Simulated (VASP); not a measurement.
# La2O3 (P-62m) in VASP: notebook

La2O3 is run at these levels: PBE; tasks: single point.

Everything below comes from runs of VASP 6.6.1. Logs are shortened: lines on timing, memory, paths and dates and some standing lists are left out, and cuts for length are marked.

## 1. The cell of the first run

Symmetry: P-62m, No. 189, hexagonal system. The conventional cell has a = 6.139 Å, b = 6.139 Å, c = 3.232 Å, α = 90.00°, β = 90.00°, γ = 120.00°. La (site symmetry -6) has 6 O at 2.40 Å and 2 La at 3.23 Å within 3.3 Å. Within 3.3 Å of O (site symmetry m2m) lie 4 La at 2.40 Å and 6 O at 3.07 to 3.23 Å.

## 2. Single point, PBE (21.10 Å³/atom)

File INCAR:

```
SYSTEM = La2O3
PREC = Accurate
ENCUT = 520
EDIFF = 1E-6
ISMEAR = -1
SIGMA = 0.05
LREAL = .False.
LASPH = .True.
NELM = 100
ALGO = Normal
ISIF = 2
LWAVE = .False.
LCHARG = .True.
GGA = PE
LELF = .True.
LVHAR = .True.
NBANDS = 28
```

File KPOINTS:

```
regular mesh
0
Gamma
  5 5 8
  0 0 0
```

File POSCAR:

```
La2O3
1.0
    6.1388509059      0.0000000000      0.0000000000
   -3.0694254530      5.3164008346      0.0000000000
    0.0000000000      0.0000000000      3.2324049356
La O
2 3
Direct
    0.6666666667      0.3333333333      0.5000000000
    0.3333333333      0.6666666667      0.5000000000
    0.5080139900      0.0000000000      0.0000000000
    0.0000000000      0.5080139900      0.0000000000
    0.4919860100      0.4919860100      0.0000000000
```

Potentials or basis: VASP PAW PBE potentials, release 64 (La, O).

Command:

```bash
$ cat potpaw_PBE.64/La/POTCAR potpaw_PBE.64/O/POTCAR > POTCAR
$ mpirun -np 1 vasp_std > vasp.out
```

OUTCAR:

```text
SYSTEM = La2O3
   PREC = Accurate
   ENCUT = 520
   EDIFF = 1E-6
   ISMEAR = -1
   LREAL = .False.
   LASPH = .True.
   NELM = 100
   ISIF = 2
   GGA = PE

 ion  position               nearest neighbor table
   1  0.667  0.333  0.500-   4 2.40   4 2.40   3 2.40   3 2.40   5 2.40   5 2.40   2 3.54   2 3.54
                             2 3.54
   2  0.333  0.667  0.500-   4 2.40   4 2.40   3 2.40   3 2.40   5 2.40   5 2.40   1 3.54   1 3.54
                             1 3.54
   3  0.508  0.000  0.000-   1 2.40   1 2.40   2 2.40   2 2.40
   4  0.000  0.508  0.000-   2 2.40   2 2.40   1 2.40   1 2.40
   5  0.492  0.492  0.000-   1 2.40   1 2.40   2 2.40   2 2.40

  LATTYP: Found a hexagonal cell.
 ALAT       =     6.1388509059
 C/A-ratio  =     0.5265488583

  Lattice vectors:

 A1 = (   6.1388509059,   0.0000000000,   0.0000000000)
 A2 = (  -3.0694254530,   5.3164008346,   0.0000000000)
 A3 = (   0.0000000000,   0.0000000000,   3.2324049356)

Analysis of symmetry for initial positions (statically):
=====================================================================
 Subroutine PRICEL returns:
 Original cell was already a primitive cell.

 Routine SETGRP: Setting up the symmetry group for a
 hexagonal supercell.

 Subroutine GETGRP returns: Found 12 space group operations
 (whereof 12 operations were pure point group operations)
 out of a pool of 24 trial point group operations.

The static configuration has the point symmetry D_3h.

Analysis of symmetry for dynamics (positions and initial velocities):
=====================================================================
 Subroutine PRICEL returns:
 Original cell was already a primitive cell.

 Routine SETGRP: Setting up the symmetry group for a
 hexagonal supercell.

 Subroutine GETGRP returns: Found 12 space group operations
 (whereof 12 operations were pure point group operations)
 out of a pool of 24 trial point group operations.

The dynamic configuration has the point symmetry D_3h.

 Subroutine INISYM returns: Found 12 space group operations
 (whereof 12 operations are pure point group operations),
 and found     1 'primitive' translations

----------------------------------------------------------------------------------------

                                     Primitive cell

  volume of cell :     105.4947

  direct lattice vectors                    reciprocal lattice vectors
     6.138850906  0.000000000  0.000000000     0.162896935  0.094048590  0.000000000
    -3.069425453  5.316400835  0.000000000     0.000000000  0.188097179  0.000000000
     0.000000000  0.000000000  3.232404936     0.000000000  0.000000000  0.309367180

  length of vectors
     6.138850906  6.138850906  3.232404936     0.188097179  0.188097179  0.309367180

  position of ions in fractional coordinates (direct lattice)
     0.666666667  0.333333333  0.500000000
     0.333333333  0.666666667  0.500000000
     0.508013990  0.000000000  0.000000000
     1.000000000  0.508013990  0.000000000
     0.491986010  0.491986010  0.000000000

  ion indices of the primitive-cell ions
   primitive index   ion index
                 1           1
                 2           2
                 3           3
                 4           4
                 5           5

----------------------------------------------------------------------------------------

 KPOINTS: regular mesh

Automatic generation of k-mesh.
 Grid dimensions read from file:
 generate k-points for:    5    5    8

 Generating k-lattice:

  Cartesian coordinates                     Fractional coordinates (reciprocal lattice)
     0.032579387  0.018809718  0.000000000     0.200000000  0.000000000  0.000000000
     0.000000000  0.037619436  0.000000000     0.000000000  0.200000000  0.000000000
     0.000000000  0.000000000  0.038670898     0.000000000  0.000000000  0.125000000

  Length of vectors
     0.037619436  0.037619436  0.038670898

  Shift w.r.t. Gamma in fractional coordinates (k-lattice)
     0.000000000  0.000000000  0.000000000

 Subroutine IBZKPT returns following result:
[... 45 lines left out ...]

  energy without entropy =      -40.51894246  energy(sigma->0) =      -40.51894250

 E-fermi :   4.7580     XC(G=0):  -8.5879

 val. band max:        4.1585806995   @ k =   0.0000   0.0000   0.5000
 cond. band min:       5.3566805319   @ k =   0.0000   0.0000   0.0000
 fundamental gap:      1.1980998325
 Fermi energy:         4.7580049128

 k-point     1 :       0.0000    0.0000    0.0000
  band No.  band energies     occupation
      1     -26.4769      2.00000
      2     -26.1791      2.00000
      3     -13.9042      2.00000
      4     -13.9042      2.00000
      5     -12.0522      2.00000
      6      -9.9985      2.00000
[... 20 lines left out ...]
     27       9.0547      0.00000
     28       9.1094      0.00000

 k-point     2 :       0.2000    0.0000    0.0000
  band No.  band energies     occupation
      1     -26.4530      2.00000
      2     -26.2052      2.00000
      3     -13.9106      2.00000
      4     -13.7913      2.00000
      5     -12.2951      2.00000
      6      -9.9636      2.00000
[... 20 lines left out ...]
     27       9.0678      0.00000
     28       9.0824      0.00000

 k-point     3 :       0.4000   -0.0000    0.0000
  band No.  band energies     occupation
      1     -26.3968      2.00000
      2     -26.2650      2.00000
      3     -13.9207      2.00000
      4     -13.5184      2.00000
      5     -12.7336      2.00000
      6      -9.9048      2.00000
[... 20 lines left out ...]
     27       9.1031      0.00000
     28       9.1154      0.00000

 k-point     4 :       0.2000    0.2000    0.0000
  band No.  band energies     occupation
      1     -26.4108      2.00000
      2     -26.2503      2.00000
      3     -13.9216      2.00000
      4     -13.5825      2.00000
      5     -12.6392      2.00000
      6      -9.9039      2.00000
[... 578 lines left out ...]
     27       8.7117      0.00000
     28       8.7842      0.00000

 k-point    23 :       0.4000   -0.0000    0.5000
  band No.  band energies     occupation
      1     -25.9857      2.00000
      2     -25.8897      2.00000
      3     -14.3061      2.00000
      4     -13.5183      2.00000
      5     -12.3862      2.00000
      6     -10.5823      2.00000
[... 20 lines left out ...]
     27       8.8443      0.00000
     28       9.0722      0.00000

 k-point    24 :       0.2000    0.2000    0.5000
  band No.  band energies     occupation
      1     -25.9960      2.00000
      2     -25.8791      2.00000
      3     -14.3724      2.00000
      4     -13.3963      2.00000
      5     -12.3863      2.00000
      6     -10.5854      2.00000
[... 20 lines left out ...]
     27       8.8482      0.00000
     28       8.9499      0.00000

 [... further k-points ...]

------------------------ aborting loop because EDIFF is reached ----------------------------------------

  FORCE on cell =-STRESS in cart. coord.  units (eV):
  Direction    XX          YY          ZZ          XY          YZ          ZX
  --------------------------------------------------------------------------------------
  -------------------------------------------------------------------------------------
  Total        5.6531297      5.6531297      6.5108120     -0.0000000     -0.0000000      0.0000000
  in kB       85.8556675     85.8556675     98.8815294     -0.0000000     -0.0000000      0.0000000
  external PRESSURE =      90.1976214 kB  Pullay stress =       0.0000000 kB

 VOLUME and BASIS-vectors are now :
 -----------------------------------------------------------------------------
  energy-cutoff  :      520.00
  volume of cell :      105.49
      direct lattice vectors                 reciprocal lattice vectors
     6.138850906  0.000000000  0.000000000     0.162896935  0.094048590  0.000000000
    -3.069425453  5.316400835  0.000000000     0.000000000  0.188097179  0.000000000
     0.000000000  0.000000000  3.232404936     0.000000000  0.000000000  0.309367180

 POSITION                                       TOTAL-FORCE (eV/Angst)
 -----------------------------------------------------------------------------------
      3.06943      1.77213      1.61620        -0.000000     -0.000000      0.000000
     -0.00000      3.54427      1.61620        -0.000000      0.000000      0.000000
      3.11862      0.00000      0.00000        -0.012303     -0.000000      0.000000
     -1.55931      2.70081      0.00000         0.006151     -0.010654     -0.000000
      1.51011      2.61559      0.00000         0.006151      0.010654      0.000000
 -----------------------------------------------------------------------------------
    total drift:                                0.000001      0.000001     -0.000000

  FREE ENERGIE OF THE ION-ELECTRON SYSTEM (eV)
  ---------------------------------------------------
  free  energy   TOTEN  =       -40.5189425450 eV

  energy  without entropy=      -40.5189424614  energy(sigma->0) =      -40.51894250
```

Run time: 51 s. Hardware: 1 thread of Intel Xeon 6975P-C (Granite Rapids), shared host; peak memory 0.26 GiB.

Results:

```
Free energy            : -40.5189 eV
Pressure               : 9.0 GPa
Largest force          : 0.012 eV/Å
Band gap on the k mesh : 1.20 eV (least direct gap 1.90 eV)
```

Forces on the atoms (eV/Å):
```
La   0.000  0.000  0.000
La   0.000  0.000  0.000
O   -0.012  0.000  0.000
O    0.006 -0.011  0.000
O    0.006  0.011  0.000
```

Caveat: the cell stands under pressure; spin-orbit coupling is left out, which moves the levels of the heavy elements; an odd mesh through Γ misses points on the zone boundary, where band edges can lie.

## 3. Single point, PBE (21.55 Å³/atom)

This run uses another cell than the first one, of 21.55 Å³/atom.

File INCAR:

```
  PREC = Accurate
  ENCUT = 520
  EDIFF = 1E-6
  ISMEAR = -1
  SIGMA = 0.05
  LREAL = F
  LASPH = T
  NELM = 100
  ALGO = Normal
  ISIF = 2
  LWAVE = F
  LCHARG = F
  GGA = PE
  NBANDS = 28
```

File KPOINTS:

```
regular mesh
0
Gamma
  5 5 8
```

POSCAR, as its differences from that of step 2:

```diff
@@ -2,5 +2,5 @@
 1.0
-    6.1388509059      0.0000000000      0.0000000000
-   -3.0694254530      5.3164008346      0.0000000000
-    0.0000000000      0.0000000000      3.2324049356
+    6.1820836747      0.0000000000      0.0000000000
+   -3.0910418374      5.3538415106      0.0000000000
+    0.0000000000      0.0000000000      3.2551691007
 La O
```

Potentials or basis: VASP PAW PBE potentials, release 64 (La, O).

Command:

```bash
$ cat potpaw_PBE.64/La/POTCAR potpaw_PBE.64/O/POTCAR > POTCAR
$ mpirun -np 1 vasp_std > vasp.out
```

It took 46 s on 1 thread of Intel Xeon 6975P-C (Granite Rapids), shared host; peak memory 0.27 GiB.

The run converged. Its results:

```yaml
Free_energy: -40.6281 eV
Pressure: 6.4 GPa
Largest_force: 0.025 eV/Å
Band_gap_on_the_k_mesh: 1.32 eV (least direct gap 1.96 eV)
```

Forces in eV/Å, atoms in the order of the input:
```
La   0.000  0.000  0.000
La   0.000  0.000  0.000
O   -0.025  0.000  0.000
O    0.013 -0.022  0.000
O    0.013  0.022  0.000
```

Levels at points of the mesh, in eV from the valence-band top:
| k point | band 16 | band 17 | band 18 | band 19 | band 20 | band 21 | band 22 | band 23 | band 24 | band 25 |
| --- | --- | --- | --- | --- | --- | --- | --- | --- | --- | --- |
| (0.00, 0.00, 0.00) | -2.23 | -1.19 | -1.19 | -0.96 | -0.64 | 1.32 | 3.38 | 3.97 | 3.97 | 4.83 |
| (0.00, 0.00, 0.50) | -1.63 | -1.46 | -1.46 | -0.55 | 0.00 | 4.25 | 4.33 | 4.34 | 4.34 | 4.38 |

Caveat: the cell stands under pressure; spin-orbit coupling is left out, which moves the levels of the heavy elements; an odd mesh through Γ misses points on the zone boundary, where band edges can lie.

## 4. Single point, PBE (22.00 Å³/atom)

This run uses another cell than the first one, of 22.00 Å³/atom.

File INCAR:

```
SYSTEM = La2O3
PREC = Accurate
ENCUT = 520
EDIFF = 1E-6
ISMEAR = -1
SIGMA = 0.05
LREAL = .FALSE.
LASPH = .TRUE.
NELM = 80
ALGO = Normal
ISIF = 2
LWAVE = .FALSE.
LCHARG = .FALSE.
GGA = PE
NBANDS = 28
```

File KPOINTS:

```
Automatic mesh
0
G
  5 5 8
  0 0 0
```

POSCAR, as its differences from that of step 3:

```diff
@@ -2,5 +2,5 @@
 1.0
-    6.1820836747      0.0000000000      0.0000000000
-   -3.0910418374      5.3538415106      0.0000000000
-    0.0000000000      0.0000000000      3.2551691007
+    6.2247200819      0.0000000000      0.0000000000
+   -3.1123600409      5.3907657224      0.0000000000
+    0.0000000000      0.0000000000      3.2776192522
 La O
```

Command:

```bash
$ cat potpaw_PBE.64/La/POTCAR potpaw_PBE.64/O/POTCAR > POTCAR
$ mpirun -np 1 vasp_std > vasp.out
```

It took 46 s on 1 thread of Intel Xeon 6975P-C (Granite Rapids), shared host; peak memory 0.27 GiB.

The run converged. Its results:

- Free energy: -40.7022 eV
- Pressure: 4.0 GPa
- Largest force: 0.037 eV/Å
- Band gap on the k mesh: 1.44 eV (least direct gap 2.01 eV)

Forces in eV/Å, atoms in the order of the input:
```
La   0.000  0.000  0.000
La   0.000  0.000  0.000
O   -0.037  0.000  0.000
O    0.018 -0.032  0.000
O    0.018  0.032  0.000
```

Stress tensor (GPa, compression positive):
```
4.44 0.00 0.00
0.00 4.44 0.00
0.00 0.00 3.17
```

Levels at points of the mesh, in eV from the valence-band top:
```tsv
k point	band 16	band 17	band 18	band 19	band 20	band 21	band 22	band 23	band 24	band 25
(0.00, 0.00, 0.00)	-2.08	-1.10	-1.10	-0.83	-0.57	1.44	3.44	3.99	3.99	4.80
(0.00, 0.00, 0.50)	-1.56	-1.32	-1.32	-0.44	0.00	4.27	4.32	4.38	4.38	4.38
```

Caveat: the cell stands under pressure; spin-orbit coupling is left out, which moves the levels of the heavy elements; an odd mesh through Γ misses points on the zone boundary, where band edges can lie.

## 5. Single point, PBE (22.45 Å³/atom)

This run uses another cell than the first one, of 22.45 Å³/atom.

File INCAR:

```
  PREC = Accurate
  ENCUT = 520
  EDIFF = 1E-6
  ISMEAR = -1
  SIGMA = 0.05
  LREAL = False
  LASPH = True
  NELM = 60
  ALGO = Normal
  ISIF = 2
  LWAVE = False
  LCHARG = True
  GGA = PE
  LELF = True
  LVHAR = True
  NBANDS = 28
```

File KPOINTS:

```
regular mesh
0
Gamma
  5 5 8
```

POSCAR, as its differences from that of step 4:

```diff
@@ -2,5 +2,5 @@
 1.0
-    6.2247200819      0.0000000000      0.0000000000
-   -3.1123600409      5.3907657224      0.0000000000
-    0.0000000000      0.0000000000      3.2776192522
+    6.2667802772      0.0000000000      0.0000000000
+   -3.1333901386      5.4271909200      0.0000000000
+    0.0000000000      0.0000000000      3.2997660000
 La O
```

Command:

```bash
$ cat potpaw_PBE.64/La/POTCAR potpaw_PBE.64/O/POTCAR > POTCAR
$ mpirun -np 1 vasp_std > vasp.out
```

It took 57 s on 1 thread of Intel Xeon 6975P-C (Granite Rapids), shared host; peak memory 0.28 GiB.

Results (log left out):

- Free energy: -40.7448 eV
- Pressure: 1.9 GPa
- Largest force: 0.047 eV/Å
- Band gap on the k mesh: 1.54 eV (least direct gap 2.05 eV)

Forces on the atoms (eV/Å):
```
La   0.000  0.000  0.000
La   0.000  0.000  0.000
O   -0.047  0.000  0.000
O    0.024 -0.041  0.000
O    0.024  0.041  0.000
```

Stress tensor (GPa, compression positive):
```
2.66 0.00 0.00
0.00 2.66 0.00
0.00 0.00 0.31
```

Levels at points of the mesh, in eV from the valence-band top:
```
           k point  band 18  band 19  band 20  band 21  band 22  band 23
(0.00, 0.00, 0.00)    -1.01    -0.71    -0.51     1.54     3.49     4.01
(0.00, 0.00, 0.50)    -1.19    -0.33     0.00     4.28     4.31     4.36
```

Caveat: spin-orbit coupling is left out, which moves the levels of the heavy elements; an odd mesh through Γ misses points on the zone boundary, where band edges can lie.

## 6. Single point, PBE (22.89 Å³/atom)

This run uses another cell than the first one, of 22.89 Å³/atom.

File INCAR:

```
ALGO     = Normal         # electronic algorithm
EDIFF    = 1E-6           # SCF threshold, eV
ENCUT    = 520            # plane-wave cutoff, eV
GGA      = PE             # functional
ISIF     = 2              # what is computed and relaxed
ISMEAR   = -1             # smearing method
LASPH    = T              # aspherical terms in the spheres
LCHARG   = F              # write CHGCAR
LREAL    = F              # projectors in reciprocal space
LWAVE    = F              # write WAVECAR
NBANDS   = 28             # bands
NELM     = 100            # most SCF steps
PREC     = Accurate       # precision mode
SIGMA    = 0.05           # smearing width, eV
```

File KPOINTS:

```
k-points
0
Gamma
  5 5 8
```

POSCAR, as its differences from that of step 5:

```diff
@@ -2,5 +2,5 @@
 1.0
-    6.2667802772      0.0000000000      0.0000000000
-   -3.1333901386      5.4271909200      0.0000000000
-    0.0000000000      0.0000000000      3.2997660000
+    6.3082833429      0.0000000000      0.0000000000
+   -3.1541416714      5.4631336292      0.0000000000
+    0.0000000000      0.0000000000      3.3216193918
 La O
```

Potentials or basis: VASP PAW PBE potentials, release 64 (La, O).

Command:

```bash
$ cat potpaw_PBE.64/La/POTCAR potpaw_PBE.64/O/POTCAR > POTCAR
$ mpirun -np 1 vasp_std > vasp.out
```

Wall time 60 s (1 thread of Intel Xeon 6975P-C (Granite Rapids), shared host); peak memory 0.28 GiB.

The run converged. Its results:

```
Free energy            : -40.7588 eV
Pressure               : 0.0 GPa
Largest force          : 0.057 eV/Å
Band gap on the k mesh : 1.64 eV (least direct gap 2.09 eV)
```

Forces in eV/Å, atoms in the order of the input:
```
La   0.000  0.000  0.000
La   0.000  0.000  0.000
O   -0.057  0.000  0.000
O    0.029 -0.049  0.000
O    0.029  0.049  0.000
```

Stress tensor (GPa, compression positive):
```
 1.06  0.00  0.00
 0.00  1.06  0.00
 0.00  0.00 -2.27
```

Levels at points of the mesh, in eV from the valence-band top:
| k point | band 17 | band 18 | band 19 | band 20 | band 21 | band 22 | band 23 | band 24 |
| --- | --- | --- | --- | --- | --- | --- | --- | --- |
| (0.00, 0.00, 0.00) | -0.93 | -0.93 | -0.60 | -0.45 | 1.64 | 3.54 | 4.02 | 4.02 |
| (0.00, 0.00, 0.50) | -1.06 | -1.06 | -0.22 | 0.00 | 4.29 | 4.30 | 4.35 | 4.42 |

Caveat: spin-orbit coupling is left out, which moves the levels of the heavy elements; an odd mesh through Γ misses points on the zone boundary, where band edges can lie.

## 7. The runs side by side

```csv
cell,gap on the mesh (eV),pressure (GPa),largest force (eV/Å)
"a = 6.139, b = 6.139, c = 3.232 Å, angles 90.0, 90.0, 120.0°, 5 atoms",1.20,9.0,0.01
"a = 6.182, b = 6.182, c = 3.255 Å, angles 90.0, 90.0, 120.0°, 5 atoms",1.32,6.4,0.03
"a = 6.225, b = 6.225, c = 3.278 Å, angles 90.0, 90.0, 120.0°, 5 atoms",1.44,4.0,0.04
"a = 6.267, b = 6.267, c = 3.300 Å, angles 90.0, 90.0, 120.0°, 5 atoms",1.54,1.9,0.05
"a = 6.308, b = 6.308, c = 3.322 Å, angles 90.0, 90.0, 120.0°, 5 atoms",1.64,0.0,0.06
```

Alike in all rows: task single point; level PBE; potentials or basis VASP PAW PBE potentials, release 64 (La, O); no spin polarisation; k mesh 5 × 5 × 8; cutoff (eV) 520; smearing fermi-dirac 0.05 eV.

Caveats: spin-orbit coupling is left out, which moves the levels of the heavy elements; an odd mesh through Γ misses points on the zone boundary, where band edges can lie; the cell stands under pressure (at least some runs).

Absolute energies hang on the potentials; compare differences alone.
